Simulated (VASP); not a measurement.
# CsMgBiO3 in VASP: a series of runs

The runs below take CsMgBiO3 through single point, with r2SCAN, PBE.

Everything below comes from runs of VASP 6.6.1. Logs are shortened: lines on timing, memory, paths and dates and some standing lists are left out, and cuts for length are marked.

## Step 1: The cell of the first run

Symmetry: R3m, No. 160, trigonal system. Conventional cell: a = 6.365 Å, b = 6.365 Å, c = 12.013 Å, α = 90.00°, β = 90.00°, γ = 120.00°. Within 2.7 Å of Bi (site symmetry 3m) lie 3 O at 2.05 Å. Within 4.4 Å of Cs (site symmetry 3m) lie 9 O at 3.37 to 3.38 Å and 4 Bi at 3.68 to 3.87 Å and 3 Mg at 3.83 Å. Mg (site symmetry 3m) has 3 O at 1.89 Å within 2.5 Å. Within 2.5 Å of O (site symmetry m) lie 1 Mg at 1.89 Å and 1 Bi at 2.05 Å.

## Step 2: Single point, r2SCAN

File POSCAR:

```
CsMgBiO3
1.0
    3.1824692970      1.8373995053      4.0041934164
   -3.1824692970      1.8373995053      4.0041934164
    0.0000000000     -3.6747990107      4.0041934164
Bi Cs Mg O
1 1 1 3
Direct
    0.5716558079      0.5716558079      0.5716558079
    0.8936620321      0.8936620321      0.8936620321
    0.3169409491      0.3169409491      0.3169409491
    0.9790321390      0.4942517759      0.4942517759
    0.4942517759      0.4942517759      0.9790321390
    0.4942517759      0.9790321390      0.4942517759
```

File INCAR.step1:

```
SYSTEM = CsMgBiO3
  PREC = Accurate
  ENCUT = 520
  ISMEAR = -1
  SIGMA = 0.05
  LREAL = .FALSE.
  LASPH = .TRUE.
  NELM = 60
  NBANDS = 31
  GGA = PE
  ALGO = Normal
  EDIFF = 1E-4
  LWAVE = .TRUE.
  LCHARG = .FALSE.
```

File INCAR.step2:

```
SYSTEM = CsMgBiO3
  PREC = Accurate
  ENCUT = 520
  EDIFF = 1E-6
  ISMEAR = -1
  SIGMA = 0.05
  LREAL = .FALSE.
  LASPH = .TRUE.
  NELM = 60
  ALGO = Normal
  ISIF = 2
  LWAVE = .FALSE.
  LCHARG = .FALSE.
  METAGGA = R2SCAN
  LMIXTAU = .TRUE.
  NBANDS = 31
  ISTART = 1
```

File KPOINTS:

```
regular mesh
0
G
  6 6 6
  0 0 0
```

Potentials or basis: VASP PAW PBE potentials, release 64 (Bi_d, Cs_sv, Mg, O).

Command:

```bash
> cat potpaw_PBE.64/Bi_d/POTCAR potpaw_PBE.64/Cs_sv/POTCAR potpaw_PBE.64/Mg/POTCAR potpaw_PBE.64/O/POTCAR > POTCAR
> cp INCAR.step1 INCAR
> mpirun -np 1 vasp_std > vasp.out
> cp INCAR.step2 INCAR
> mpirun -np 1 vasp_std > vasp.out
```

OUTCAR:

```text
SYSTEM = CsMgBiO3
   PREC = Accurate
   ENCUT = 520
   EDIFF = 1E-6
   ISMEAR = -1
   LREAL = .FALSE.
   LASPH = .TRUE.
   NELM = 60
   ISIF = 2
   METAGGA = R2SCAN
   ISTART = 1

 ion  position               nearest neighbor table
   1  0.572  0.572  0.572-   4 2.05   6 2.05   5 2.05   3 3.06
   2  0.894  0.894  0.894-
   3  0.317  0.317  0.317-   4 1.89   6 1.89   5 1.89   1 3.06
   4  0.979  0.494  0.494-   3 1.89   1 2.05
   5  0.494  0.494  0.979-   3 1.89   1 2.05
   6  0.494  0.979  0.494-   3 1.89   1 2.05

  LATTYP: Found a trigonal (rhomboedric) cell.
 ALAT       =     5.4348608707
 COS(alpha) =     0.3142251105

  Lattice vectors:

 A1 = (   3.1824692970,   1.8373995053,   4.0041934164)
 A2 = (  -3.1824692970,   1.8373995053,   4.0041934164)
 A3 = (   0.0000000000,  -3.6747990107,   4.0041934164)

Analysis of symmetry for initial positions (statically):
=====================================================================
 Subroutine PRICEL returns:
 Original cell was already a primitive cell.

 Routine SETGRP: Setting up the symmetry group for a
 trigonal (rhombohedral) supercell.

 Subroutine GETGRP returns: Found  6 space group operations
 (whereof  6 operations were pure point group operations)
 out of a pool of 12 trial point group operations.

The static configuration has the point symmetry C_3v.

Analysis of symmetry for dynamics (positions and initial velocities):
=====================================================================
 Subroutine PRICEL returns:
 Original cell was already a primitive cell.

 Routine SETGRP: Setting up the symmetry group for a
 trigonal (rhombohedral) supercell.

 Subroutine GETGRP returns: Found  6 space group operations
 (whereof  6 operations were pure point group operations)
 out of a pool of 12 trial point group operations.

The dynamic configuration has the point symmetry C_3v.

 Subroutine INISYM returns: Found  6 space group operations
 (whereof  6 operations are pure point group operations),
 and found     1 'primitive' translations

----------------------------------------------------------------------------------------

                                     Primitive cell

  volume of cell :     140.4863

  direct lattice vectors                    reciprocal lattice vectors
     3.182469297  1.837399505  4.004193416     0.157110707  0.090707909  0.083246062
    -3.182469297  1.837399505  4.004193416    -0.157110707  0.090707909  0.083246062
     0.000000000 -3.674799011  4.004193416     0.000000000 -0.181415817  0.083246062

  length of vectors
     5.434860871  5.434860871  5.434860871     0.199603621  0.199603621  0.199603621

  position of ions in fractional coordinates (direct lattice)
     0.571655808  0.571655808  0.571655808
     0.893662032  0.893662032  0.893662032
     0.316940949  0.316940949  0.316940949
     0.979032139  0.494251776  0.494251776
     0.494251776  0.494251776  0.979032139
     0.494251776  0.979032139  0.494251776

  ion indices of the primitive-cell ions
   primitive index   ion index
                 1           1
                 2           2
                 3           3
                 4           4
                 5           5
                 6           6

----------------------------------------------------------------------------------------

 KPOINTS: regular mesh

Automatic generation of k-mesh.
 Grid dimensions read from file:
 generate k-points for:    6    6    6

 Generating k-lattice:

  Cartesian coordinates                     Fractional coordinates (reciprocal lattice)
     0.026185118  0.015117985  0.013874344     0.166666667  0.000000000  0.000000000
    -0.026185118  0.015117985  0.013874344     0.000000000  0.166666667  0.000000000
     0.000000000 -0.030235970  0.013874344     0.000000000  0.000000000  0.166666667

  Length of vectors
     0.033267270  0.033267270  0.033267270

  Shift w.r.t. Gamma in fractional coordinates (k-lattice)
     0.000000000  0.000000000  0.000000000

 Subroutine IBZKPT returns following result:
 ===========================================

 Found     32 irreducible k-points:

 Following reciprocal coordinates:
            Coordinates               Weight
  0.000000  0.000000  0.000000      1.000000
  0.166667  0.000000  0.000000      6.000000
  0.333333  0.000000  0.000000      6.000000
  0.500000  0.000000  0.000000      3.000000
  0.166667  0.166667  0.000000      6.000000
  0.333333  0.166667  0.000000     12.000000
[... 16 lines left out ...]
  0.500000  0.500000  0.166667      6.000000
 -0.333333  0.500000  0.166667     12.000000
 [... further k-points ...]
   k-points           NKPTS =     32   k-points in BZ     NKDIM =     32   number of bands    NBANDS=     31
   number of dos      NEDOS =    301   number of ions     NIONS =      6
   total plane-waves  NPLWV =  64000
   dimension x,y,z NGX =    40 NGY =   40 NGZ =   40
   dimension x,y,z NGXF=    80 NGYF=   80 NGZF=   80
   ions per type =               1   1   1   3
   NGX,Y,Z   is equivalent  to a cutoff of  12.24, 12.24, 12.24 a.u.
   NGXF,Y,Z  is equivalent  to a cutoff of  24.47, 24.47, 24.47 a.u.
 SYSTEM =  CsMgBiO3
   PREC   = accura    normal or accurate (medium, high low for compatibility)
   ISTART =      1    job   : 0-new  1-cont  2-samecut
   ICHARG =      0    charge: 1-file 2-atom 10-const
   ISPIN  =      1    spin polarized calculation?
   LNONCOLLINEAR =      F non collinear calculations
   LSORBIT =      F    spin-orbit coupling
   LASPH  =      T    aspherical Exc in radial PAW
   ENCUT  =  520.0 eV  38.22 Ry    6.18 a.u.  10.11 10.11 10.11*2*pi/ulx,y,z
   NELM   =     60;   NELMIN=  2; NELMDL=  0     # of ELM steps
   EDIFF  = 0.1E-05   stopping-criterion for ELM
   LREAL  =      F    real-space projection
   EDIFFG = 0.1E-04   stopping-criterion for IOM
   NSW    =      0    number of steps for IOM
   IBRION =     -1    ionic relax: 0-MD 1-quasi-New 2-CG
   NFREE  =      0    steps in history (QN), initial steepest desc. (CG)
   ISIF   =      2    stress and relaxation
   ISYM   =      2    0-nonsym 1-usesym 2-fastsym
   POTIM  = 0.5000    time-step for ionic-motion
   TEBEG  =    0.0;   TEEND  =   0.0 temperature during run
   PSTRESS=    0.0 pullay stress
   NELECT =      44.0000    total number of electrons
   NUPDOWN=      -1.0000    fix difference up-down
   EMIN   =  10.00;   EMAX   =-10.00  energy-range for DOS
   EFERMI =   0.00;   METHOD = LEGACY
   ISMEAR =    -1;   SIGMA  =   0.05  broadening in eV -4-tet -1-fermi 0-gaus
   EFERMI_NEDOS =   21; number of points for ismear=-14 and -15
   IALGO  =     38    algorithm
   IMIX   =      4    mixing-type and parameters
     AMIX     =   0.40;   BMIX     =  1.00
     AMIX_MAG =   1.60;   BMIX_MAG =  1.00
  volume/ion in A,a.u.               =      23.41       158.01
  Fermi-wavevector in a.u.,A,eV,Ry     =   1.111768  2.100938 16.817197  1.236029
  Thomas-Fermi vector in A             =   2.248335
   LORBIT       =      0    0 simple, 1 ext, 2 COOP (PROOUT), +10 PAW based schemes
   METAGGA = R2SCAN    functional components
   LHFCALC =     F    Hartree Fock is set to
   AEXX    =    0.0000 exact exchange contribution
   IVDW    =     0    specifies the selected vdW correction
   LEPSILON=     F    determine dielectric tensor
   LRPA    =     F    only Hartree local field effects (RPA)
 non-spin polarized calculation
  energy-cutoff  :      520.00
  volume of cell :      140.49
 maximum number of plane-waves:      3813
   NGX = 21   NGY = 21   NGZ = 21

 number of electron      44.0000004 magnetization

 Free energy of the ion-electron system (eV)
  ---------------------------------------------------
  ext. energy  EPLUGINS =         0.00000000
  ---------------------------------------------------
  free energy    TOTEN  =      -115.89745074 eV

  energy without entropy =     -115.89745074  energy(sigma->0) =     -115.89745074

 E-fermi :   2.1583     XC(G=0):  -8.7136

 val. band max:        1.1673606103   @ k =   0.5000   0.5000   0.5000
 cond. band min:       4.5285772312   @ k =   0.5000   0.5000   0.3333
 fundamental gap:      3.3612166209
 Fermi energy:         2.1582623312

 k-point     1 :       0.0000    0.0000    0.0000
  band No.  band energies     occupation
      1     -21.6443      2.00000
      2     -21.6443      2.00000
      3     -21.2684      2.00000
      4     -21.2308      2.00000
      5     -21.2308      2.00000
      6     -19.9872      2.00000
[... 23 lines left out ...]
     30       9.9341      0.00000
     31       9.9341      0.00000

 k-point     2 :       0.1667    0.0000    0.0000
  band No.  band energies     occupation
      1     -21.6442      2.00000
      2     -21.6432      2.00000
      3     -21.2683      2.00000
      4     -21.2310      2.00000
      5     -21.2309      2.00000
      6     -19.9822      2.00000
[... 23 lines left out ...]
     30       9.7887      0.00000
     31      10.1205      0.00000

 k-point     3 :       0.3333    0.0000    0.0000
  band No.  band energies     occupation
      1     -21.6441      2.00000
      2     -21.6410      2.00000
      3     -21.2680      2.00000
      4     -21.2314      2.00000
      5     -21.2310      2.00000
      6     -19.9722      2.00000
[... 23 lines left out ...]
     30       9.6328      0.00000
     31       9.7084      0.00000

 k-point     4 :       0.5000    0.0000    0.0000
  band No.  band energies     occupation
      1     -21.6440      2.00000
      2     -21.6400      2.00000
      3     -21.2679      2.00000
      4     -21.2317      2.00000
      5     -21.2310      2.00000
      6     -19.9671      2.00000
[... 635 lines left out ...]
     30       9.3379      0.00000
     31       9.7690      0.00000

 k-point    23 :       0.5000    0.5000    0.1667
  band No.  band energies     occupation
      1     -21.6409      2.00000
      2     -21.6338      2.00000
      3     -21.2709      2.00000
      4     -21.2319      2.00000
      5     -21.2307      2.00000
      6     -19.9559      2.00000
[... 23 lines left out ...]
     30       9.6671      0.00000
     31       9.6718      0.00000

 k-point    24 :      -0.3333    0.5000    0.1667
  band No.  band energies     occupation
      1     -21.6418      2.00000
      2     -21.6353      2.00000
      3     -21.2698      2.00000
      4     -21.2321      2.00000
      5     -21.2308      2.00000
      6     -19.9565      2.00000
[... 23 lines left out ...]
     30       9.4807      0.00000
     31       9.8985      0.00000

 [... further k-points ...]
[... 5 lines left out ...]
  --------------------------------------------------------------------------------------
  -------------------------------------------------------------------------------------
  Total        0.1831390      0.1831390      0.1011776      0.0000000     -0.0000000      0.0000000
  in kB        2.0886096      2.0886096      1.1538808      0.0000000     -0.0000000      0.0000000
  external PRESSURE =       1.7770333 kB  Pullay stress =       0.0000000 kB

 VOLUME and BASIS-vectors are now :
 -----------------------------------------------------------------------------
  energy-cutoff  :      520.00
  volume of cell :      140.49
      direct lattice vectors                 reciprocal lattice vectors
     3.182469297  1.837399505  4.004193416     0.157110707  0.090707909  0.083246062
    -3.182469297  1.837399505  4.004193416    -0.157110707  0.090707909  0.083246062
     0.000000000 -3.674799011  4.004193416     0.000000000 -0.181415817  0.083246062

 POSITION                                       TOTAL-FORCE (eV/Angst)
 -----------------------------------------------------------------------------------
      0.00000     -0.00000      6.86706         0.000000      0.000000     -0.179675
      0.00000     -0.00000     10.73519         0.000000     -0.000000      0.004150
      0.00000     -0.00000      3.80728         0.000000     -0.000000      0.017586
      1.54280      0.89074      7.87839         0.103665      0.059851      0.052646
      0.00000     -1.78147      7.87839         0.000000     -0.119702      0.052646
     -1.54280      0.89074      7.87839        -0.103665      0.059851      0.052646
 -----------------------------------------------------------------------------------
    total drift:                               -0.000000     -0.000000     -0.000057

  FREE ENERGIE OF THE ION-ELECTRON SYSTEM (eV)
  ---------------------------------------------------
  free  energy   TOTEN  =      -115.8974507439 eV

  energy  without entropy=     -115.8974507439  energy(sigma->0) =     -115.89745074
```

It took 3.6 min on 1 thread of Intel Xeon Platinum 8559C (Emerald Rapids), shared host; peak memory 0.35 GiB.

Results:

```
Free energy            : -115.8975 eV
Pressure               : 0.2 GPa
Largest force          : 0.180 eV/Å
Band gap on the k mesh : 3.36 eV, indirect (least direct gap 3.49 eV)
```

Forces in eV/Å, atoms in the order of the input:
```
Bi   0.000  0.000 -0.180
Cs   0.000  0.000  0.004
Mg   0.000  0.000  0.018
O    0.104  0.060  0.053
O    0.000 -0.120  0.053
O   -0.104  0.060  0.053
```

Levels at points of the mesh, in eV from the valence-band top:
```
           k point  band 20  band 21  band 22  band 23  band 24  band 25
(0.00, 0.00, 0.00)    -1.28    -1.28    -0.84     3.82     5.26     5.26
(0.50, 0.00, 0.00)    -1.37    -1.15    -0.87     3.77     5.25     5.62
(0.50, 0.50, 0.00)    -1.36    -1.08    -0.37     3.63     4.37     4.91
(0.50, 0.50, 0.50)    -1.26    -0.79     0.00     3.53     3.53     3.54
```

Caveat: the PAW data sets were made with another functional, which shifts forces and pressure a little; spin-orbit coupling is left out, which moves the levels of the heavy elements. r2SCAN opens gaps a little over a GGA but as a rule still falls short of measured ones.

## Step 3: Single point, PBE

This run uses another cell than the first one, of 22.88 Å³/atom, 0.977 times its volume.

File INCAR:

```
PREC = Accurate ; ENCUT = 520
EDIFF = 1E-7 ; ISMEAR = 0
SIGMA = 0.1 ; LREAL = F
LASPH = T ; NELM = 100
ALGO = Normal ; ISIF = 2
LWAVE = F ; LCHARG = F
GGA = PE ; NBANDS = 31
```

File KPOINTS:

```
regular mesh
0
Gamma
  5 5 5
```

File POSCAR:

```
CsMgBiO3
1.0
    3.2305168867      1.8651397941      3.7970092083
   -3.2305168867      1.8651397941      3.7970092083
    0.0000000000     -3.7302795883      3.7970092083
Bi Cs Mg O
1 1 1 3
Direct
    0.5652985500      0.5652985500      0.5652985500
    0.9172816500      0.9172816500      0.9172816500
    0.3021917400      0.3021917400      0.3021917400
    0.9822380200      0.4913922600      0.4913922600
    0.4913922600      0.4913922600      0.9822380200
    0.4913922600      0.9822380200      0.4913922600
```

Potentials or basis: VASP PAW PBE potentials, release 64 (Bi_d, Cs_sv, Mg, O).

Command:

```bash
> cat potpaw_PBE.64/Bi_d/POTCAR potpaw_PBE.64/Cs_sv/POTCAR potpaw_PBE.64/Mg/POTCAR potpaw_PBE.64/O/POTCAR > POTCAR
> mpirun -np 1 vasp_std > vasp.out
```

OUTCAR:

```text
PREC = Accurate
   ENCUT = 520
   EDIFF = 1E-7
   ISMEAR = 0
   LREAL = F
   LASPH = T
   NELM = 100
   ISIF = 2
   GGA = PE

 ion  position               nearest neighbor table
   1  0.565  0.565  0.565-   5 2.10   4 2.10   6 2.10   3 3.00
   2  0.917  0.917  0.917-
   3  0.302  0.302  0.302-   5 1.91   4 1.91   6 1.91   1 3.00
   4  0.982  0.491  0.491-   3 1.91   1 2.10
   5  0.491  0.491  0.982-   3 1.91   1 2.10
   6  0.491  0.982  0.491-   3 1.91   1 2.10

  LATTYP: Found a trigonal (rhomboedric) cell.
 ALAT       =     5.3228060959
 COS(alpha) =     0.2632964959

  Lattice vectors:

 A1 = (   3.2305168867,   1.8651397941,   3.7970092083)
 A2 = (  -3.2305168867,   1.8651397941,   3.7970092083)
 A3 = (   0.0000000000,  -3.7302795883,   3.7970092083)

Analysis of symmetry for initial positions (statically):
=====================================================================
 Subroutine PRICEL returns:
 Original cell was already a primitive cell.

 Routine SETGRP: Setting up the symmetry group for a
[... 170 lines left out ...]
 E-fermi :   2.0181     XC(G=0):  -8.4189

 val. band max:        1.5801641002   @ k =  -0.4000   0.4000   0.4000
 cond. band min:       4.3414990016   @ k =  -0.4000   0.4000   0.4000
 fundamental gap:      2.7613349014
 Fermi energy:         2.0180668966

 k-point     1 :       0.0000    0.0000    0.0000
  band No.  band energies     occupation
      1     -20.5142      2.00000
      2     -20.5142      2.00000
      3     -20.3103      2.00000
      4     -20.2588      2.00000
      5     -20.2588      2.00000
      6     -18.8981      2.00000
[... 635 lines left out ...]
     30       9.7495      0.00000
     31       9.7503      0.00000

------------------------ aborting loop because EDIFF is reached ----------------------------------------

  FORCE on cell =-STRESS in cart. coord.  units (eV):
  Direction    XX          YY          ZZ          XY          YZ          ZX
  --------------------------------------------------------------------------------------
  -------------------------------------------------------------------------------------
  Total       -0.1360511     -0.1360511      0.8201812      0.0000000     -0.0000000      0.0000000
  in kB       -1.5879488     -1.5879488      9.5729129      0.0000000     -0.0000000      0.0000000
  external PRESSURE =       2.1323385 kB  Pullay stress =       0.0000000 kB

 VOLUME and BASIS-vectors are now :
 -----------------------------------------------------------------------------
  energy-cutoff  :      520.00
  volume of cell :      137.27
      direct lattice vectors                 reciprocal lattice vectors
     3.230516887  1.865139794  3.797009208     0.154773994  0.089358807  0.087788392
    -3.230516887  1.865139794  3.797009208    -0.154773994  0.089358807  0.087788392
     0.000000000 -3.730279588  3.797009208     0.000000000 -0.178717614  0.087788392

 POSITION                                       TOTAL-FORCE (eV/Angst)
 -----------------------------------------------------------------------------------
      0.00000     -0.00000      6.43933         0.000000     -0.000000      0.252007
      0.00000     -0.00000     10.44878         0.000000      0.000000     -0.047454
      0.00000     -0.00000      3.44227         0.000000     -0.000000      0.075759
      1.58569      0.91550      7.46121        -0.086855     -0.050146     -0.093438
      0.00000     -1.83099      7.46121         0.000000      0.100291     -0.093438
     -1.58569      0.91550      7.46121         0.086855     -0.050146     -0.093438
 -----------------------------------------------------------------------------------
    total drift:                                0.000000      0.000000     -0.001014

  FREE ENERGIE OF THE ION-ELECTRON SYSTEM (eV)
  ---------------------------------------------------
  free  energy   TOTEN  =       -30.5589492924 eV

  energy  without entropy=      -30.5589492923  energy(sigma->0) =      -30.55894929
```

stdout:

```text
POSCAR found type information on POSCAR BiCsMgO
 POSCAR found :  4 types and       6 ions
 scaLAPACK will be used
 LDA part: xc-table for (Slater+PW92), standard interpolation
 POSCAR, INCAR and KPOINTS ok, starting setup
 FFT: planning ... GRIDC
 FFT: planning ... GRID_SOFT
 FFT: planning ... GRID
 WAVECAR not read
 entering main loop
```

Wall time 98 s (1 thread of Oxide Virtual Turin-like, shared host); peak memory 0.26 GiB.

Results:

| Property | Result |
| --- | --- |
| Free energy | -30.5589 eV |
| Pressure | 0.2 GPa |
| Largest force | 0.252 eV/Å |
| Band gap on the k mesh | 2.76 eV, direct |

Forces on the atoms (eV/Å):
```
Bi   0.000  0.000  0.252
Cs   0.000  0.000 -0.047
Mg   0.000  0.000  0.076
O   -0.087 -0.050 -0.093
O    0.000  0.100 -0.093
O    0.087 -0.050 -0.093
```

Caveat: spin-orbit coupling is left out, which moves the levels of the heavy elements.

(Part 1 of 2 ends here.)
